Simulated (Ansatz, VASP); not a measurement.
## Ti: VASP beside Ansatz

```
Ti
1.0
     4.52333    0.00000    0.00000
    -2.26167    3.91732    0.00000
     0.00000    0.00000    2.82000
Ti
3
Direct
  0.00000 0.00000 0.00000
  0.33333 0.66667 0.50000
  0.66667 0.33333 0.50000
```

Alike in both runs: task single point; functional PBEsol; k mesh 9 × 9 × 12; no spin polarisation.

|  | VASP | Ansatz |
| --- | --- | --- |
| version | VASP 6.6.1 | Ansatz 0.2.0 |
| potentials or method | VASP PAW PBE potentials, release 64 (Ti_sv), cutoff 520 eV | plane waves, PAW |
| occupations | fermi-dirac, width 0.1 eV | fermi-dirac |
| valence electrons in the cell | 36 | 36 |

|  | VASP | Ansatz | Ansatz less VASP |
| --- | --- | --- | --- |
| pressure (GPa) | -1.5 | -1.3 | +0.20 |
| traceless stress, the component that is largest in VASP (GPa) | -0.75 | -0.76 | -0.011 |

VASP's potentials were made for PBE, not for PBEsol.
